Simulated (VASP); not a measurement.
# FePt (P4/mmm) in VASP: single point with PBE

Aim: the single point of FePt with PBE.

All numbers are computed with VASP 6.6.1; they aren't measurements. Logs are shortened: lines on timing, memory, paths and dates and some standing lists are left out, and cuts for length are marked.

## (1) The cell of the first run

Symmetry: P4/mmm, No. 123, tetragonal system. Conventional cell: a = 2.720 Å, b = 2.720 Å, c = 3.760 Å, α = 90.00°, β = 90.00°, γ = 90.00°. Fe (site symmetry 4/mmm) has 8 Pt at 2.69 Å and 4 Fe at 2.72 Å within 3.5 Å. Within 3.5 Å of Pt (site symmetry 4/mmm) lie 8 Fe at 2.69 Å and 4 Pt at 2.72 Å.

## (2) Single point, PBE, non-collinear spin, typed start, spin-orbit coupling

INCAR reads:

```
SYSTEM = FePt
ALGO = Normal
EDIFF = 1E-6
ENCUT = 600
GGA = PE
GGA_COMPAT = .FALSE.
ISIF = 2
ISMEAR = -1
LASPH = .TRUE.
LCHARG = .FALSE.
LMAXMIX = 4
LORBIT = 11
LORBMOM = .TRUE.
LREAL = .FALSE.
LSORBIT = .TRUE.
LWAVE = .FALSE.
MAGMOM = 0 0 2.9 0 0 0.3
NBANDS = 30
NELM = 200
PREC = Accurate
SIGMA = 0.1
```

KPOINTS reads:

```
k-points
0
G
  5 5 4
  0 0 0
```

POSCAR reads:

```
FePt
1.0
    2.7200000000      0.0000000000      0.0000000000
    0.0000000000      2.7200000000      0.0000000000
    0.0000000000      0.0000000000      3.7600000000
Fe Pt
1 1
Direct
    0.0000000000      0.0000000000      0.0000000000
    0.5000000000      0.5000000000      0.5000000000
```

Potentials or basis: VASP PAW PBE potentials, release 64 (Fe, Pt).

Launch:

```
$ cat potpaw_PBE.64/Fe/POTCAR potpaw_PBE.64/Pt/POTCAR > POTCAR
$ mpirun -np 1 vasp_ncl > vasp.out
```

OUTCAR:

```text
SYSTEM = FePt
   EDIFF = 1E-6
   ENCUT = 600
   GGA = PE
   ISIF = 2
   ISMEAR = -1
   LASPH = .TRUE.
   LORBIT = 11
   LREAL = .FALSE.
   LSORBIT = .TRUE.
   NELM = 200
   PREC = Accurate

 ion  position               nearest neighbor table
   1  0.000  0.000  0.000-   2 2.69   2 2.69   2 2.69   2 2.69   2 2.69   2 2.69   2 2.69   2 2.69

   2  0.500  0.500  0.500-   1 2.69   1 2.69   1 2.69   1 2.69   1 2.69   1 2.69   1 2.69   1 2.69

  LATTYP: Found a simple tetragonal cell.
 ALAT       =     2.7200000000
 C/A-ratio  =     1.3823529412

  Lattice vectors:

 A1 = (   2.7200000000,   0.0000000000,   0.0000000000)
 A2 = (   0.0000000000,   2.7200000000,   0.0000000000)
 A3 = (   0.0000000000,   0.0000000000,   3.7600000000)

Analysis of symmetry for initial positions (statically):
=====================================================================
 Subroutine PRICEL returns:
 Original cell was already a primitive cell.

 Routine SETGRP: Setting up the symmetry group for a
 simple tetragonal supercell.

 Subroutine GETGRP returns: Found 16 space group operations
 (whereof 16 operations were pure point group operations)
 out of a pool of 16 trial point group operations.

The static configuration has the point symmetry D_4h.

Analysis of symmetry for dynamics (positions and initial velocities):
=====================================================================
 Subroutine PRICEL returns:
 Original cell was already a primitive cell.

 Routine SETGRP: Setting up the symmetry group for a
 simple tetragonal supercell.

 Subroutine GETGRP returns: Found 16 space group operations
 (whereof 16 operations were pure point group operations)
 out of a pool of 16 trial point group operations.

The dynamic configuration has the point symmetry D_4h.

Analysis of structural, dynamic, and magnetic symmetry:
=====================================================================
 Subroutine PRICEL returns:
 Original cell was already a primitive cell.

 Routine SETGRP: Setting up the symmetry group for a
 simple tetragonal supercell.

 Subroutine GETGRP returns: Found  8 space group operations
 (whereof  8 operations were pure point group operations)
 out of a pool of 16 trial point group operations.

The overall configuration has the point symmetry C_4h.

 Subroutine INISYM returns: Found  8 space group operations
 (whereof  8 operations are pure point group operations),
 and found     1 'primitive' translations

----------------------------------------------------------------------------------------

                                     Primitive cell

  volume of cell :      27.8180

  direct lattice vectors                    reciprocal lattice vectors
     2.720000000  0.000000000  0.000000000     0.367647059  0.000000000  0.000000000
     0.000000000  2.720000000  0.000000000     0.000000000  0.367647059  0.000000000
     0.000000000  0.000000000  3.760000000     0.000000000  0.000000000  0.265957447

  length of vectors
     2.720000000  2.720000000  3.760000000     0.367647059  0.367647059  0.265957447

  position of ions in fractional coordinates (direct lattice)
     0.000000000  0.000000000  0.000000000
     0.500000000  0.500000000  0.500000000

  ion indices of the primitive-cell ions
   primitive index   ion index
                 1           1
                 2           2

----------------------------------------------------------------------------------------

 KPOINTS: k-points

Automatic generation of k-mesh.
 Grid dimensions read from file:
 generate k-points for:    5    5    4

 Generating k-lattice:

  Cartesian coordinates                     Fractional coordinates (reciprocal lattice)
[... 92 lines left out ...]

 number of electron      18.0000001 magnetization       0.0000000      0.0000000      3.4637468

 number of electron      18.0000001 magnetization      -0.0000000     -0.0000000      3.4636367

 number of electron      18.0000001 magnetization      -0.0000000      0.0000000      3.4635739

 Free energy of the ion-electron system (eV)
  ---------------------------------------------------
  ext. energy  EPLUGINS =         0.00000000
  ---------------------------------------------------
  free energy    TOTEN  =       -15.12453357 eV

  energy without entropy =      -15.06738066  energy(sigma->0) =      -15.09595711

 E-fermi :   8.5536     XC(G=0): -13.0161

 val. band max:        8.5186052020   @ k =   0.0000   0.0000   0.0000
 cond. band min:       8.6311998067   @ k =  -0.4000   0.2000  -0.2500
 fundamental gap:      0.1125946047
 Fermi energy:         8.5536163069

 k-point     1 :       0.0000    0.0000    0.0000
  band No.  band energies     occupation
      1      -0.9636      1.00000
      2      -0.7740      1.00000
      3       2.1830      1.00000
      4       2.3573      1.00000
      5       2.7992      1.00000
      6       2.8016      1.00000
[... 682 lines left out ...]
     29      17.9960      0.00000
     30      18.1212      0.00000

------------------------ aborting loop because EDIFF is reached ----------------------------------------

  FORCE on cell =-STRESS in cart. coord.  units (eV):
  Direction    XX          YY          ZZ          XY          YZ          ZX
  --------------------------------------------------------------------------------------
  -------------------------------------------------------------------------------------
  Total        0.7834204      0.7834204      0.0302327      0.0000011      0.0000000     -0.0000000
  in kB       45.1211122     45.1211122      1.7412541      0.0000629      0.0000000     -0.0000000
  external PRESSURE =      30.6611595 kB  Pullay stress =       0.0000000 kB

 VOLUME and BASIS-vectors are now :
 -----------------------------------------------------------------------------
  energy-cutoff  :      600.00
  volume of cell :       27.82
      direct lattice vectors                 reciprocal lattice vectors
     2.720000000  0.000000000  0.000000000     0.367647059  0.000000000  0.000000000
     0.000000000  2.720000000  0.000000000     0.000000000  0.367647059  0.000000000
     0.000000000  0.000000000  3.760000000     0.000000000  0.000000000  0.265957447

 POSITION                                       TOTAL-FORCE (eV/Angst)
 -----------------------------------------------------------------------------------
      0.00000      0.00000      0.00000         0.000000      0.000000      0.000000
      1.36000      1.36000      1.88000         0.000000      0.000000      0.000000
 -----------------------------------------------------------------------------------
    total drift:                                0.000000     -0.000000     -0.000000

  FREE ENERGIE OF THE ION-ELECTRON SYSTEM (eV)
  ---------------------------------------------------
  free  energy   TOTEN  =       -15.1245335671 eV

  energy  without entropy=      -15.0673806625  energy(sigma->0) =      -15.09595711

 orbital moment (x)

 # of ion     p       d       tot
 ----------------------------------------
  1        -0.000  -0.000  -0.000
  2        -0.000   0.000   0.000
 ----------------------------------------
           -0.000  -0.000  -0.000

 orbital moment (y)

 # of ion     p       d       tot
 ----------------------------------------
  1        -0.000  -0.000  -0.000
  2         0.000  -0.000  -0.000
 ----------------------------------------
            0.000  -0.000  -0.000

 orbital moment (z)

 # of ion     p       d       tot
 ----------------------------------------
  1        -0.001   0.067   0.066
  2         0.003   0.057   0.060
 ----------------------------------------
            0.003   0.124   0.127

 Spin-Orbit-Coupling matrix elements

 Ion:    1  E_soc:     -0.0087150
 l=   1
     0.0000000    -0.0005088    -0.0003211
    -0.0005088     0.0000000    -0.0005088
    -0.0003211    -0.0005088     0.0000000
 l=   2
     0.0000000    -0.0001066     0.0000000    -0.0001066    -0.0011672
    -0.0001066     0.0000000    -0.0005975    -0.0003089    -0.0000673
     0.0000000    -0.0005975     0.0000000    -0.0005975     0.0000000
    -0.0001066    -0.0003089    -0.0005975     0.0000000    -0.0000673
    -0.0011672    -0.0000673     0.0000000    -0.0000673     0.0000000
 l=   3
     0.0000000     0.0000000     0.0000000     0.0000000     0.0000000     0.0000000     0.0000000
     0.0000000     0.0000000     0.0000000     0.0000000     0.0000000     0.0000000     0.0000000
     0.0000000     0.0000000     0.0000000     0.0000000     0.0000000     0.0000000     0.0000000
     0.0000000     0.0000000     0.0000000     0.0000000     0.0000000     0.0000000     0.0000000
     0.0000000     0.0000000     0.0000000     0.0000000     0.0000000     0.0000000     0.0000000
     0.0000000     0.0000000     0.0000000     0.0000000     0.0000000     0.0000000     0.0000000
     0.0000000     0.0000000     0.0000000     0.0000000     0.0000000     0.0000000     0.0000000

 Ion:    2  E_soc:     -0.7488536
 l=   1
     0.0000000    -0.0367470    -0.0404694
    -0.0367470     0.0000000    -0.0367470
    -0.0404694    -0.0367470     0.0000000
 l=   2
     0.0000000    -0.0165648     0.0000000    -0.0165648    -0.0693692
    -0.0165648     0.0000000    -0.0542272    -0.0156156    -0.0169473
     0.0000000    -0.0542272     0.0000000    -0.0542272     0.0000000
    -0.0165648    -0.0156156    -0.0542272     0.0000000    -0.0169473
    -0.0693692    -0.0169473     0.0000000    -0.0169473     0.0000000
 l=   3
     0.0000000     0.0000000     0.0000000     0.0000000     0.0000000     0.0000000     0.0000000
     0.0000000     0.0000000     0.0000000     0.0000000     0.0000000     0.0000000     0.0000000
     0.0000000     0.0000000     0.0000000     0.0000000     0.0000000     0.0000000     0.0000000
     0.0000000     0.0000000     0.0000000     0.0000000     0.0000000     0.0000000     0.0000000
     0.0000000     0.0000000     0.0000000     0.0000000     0.0000000     0.0000000     0.0000000
     0.0000000     0.0000000     0.0000000     0.0000000     0.0000000     0.0000000     0.0000000
     0.0000000     0.0000000     0.0000000     0.0000000     0.0000000     0.0000000     0.0000000

 total charge

# of ion       s       p       d       tot
------------------------------------------
    1        0.411   0.456   6.096   6.963
    2        0.710   0.690   8.023   9.422
--------------------------------------------------
tot          1.120   1.145  14.119  16.385

 magnetization (x)

# of ion       s       p       d       tot
------------------------------------------
    1        0.000   0.000   0.000   0.000
    2       -0.000  -0.000   0.000  -0.000
--------------------------------------------------
tot         -0.000  -0.000   0.000  -0.000

 magnetization (y)

# of ion       s       p       d       tot
------------------------------------------
    1        0.000   0.000  -0.000   0.000
    2        0.000  -0.000   0.000  -0.000
--------------------------------------------------
tot          0.000   0.000  -0.000  -0.000

 magnetization (z)

# of ion       s       p       d       tot
------------------------------------------
    1        0.011   0.004   2.998   3.012
    2       -0.023  -0.047   0.479   0.410
--------------------------------------------------
tot         -0.012  -0.043   3.477   3.422
```

Run time: 3 min. Hardware: 1 thread of Intel Xeon 8259CL, shared host; peak memory 0.24 GiB.

What came out:

- Free energy: -15.1245 eV
- Pressure: 3.1 GPa
- Net moment: 3.46 μB per cell
- Valence electrons inside the program's atomic spheres: Fe 6.96; Pt 9.42

Moments on the atoms (μB; x, y, z):
```
Fe  0.00 0.00 3.01
Pt  0.00 0.00 0.41
```

Caveat: the k points lie up to 0.46 Å⁻¹ apart.
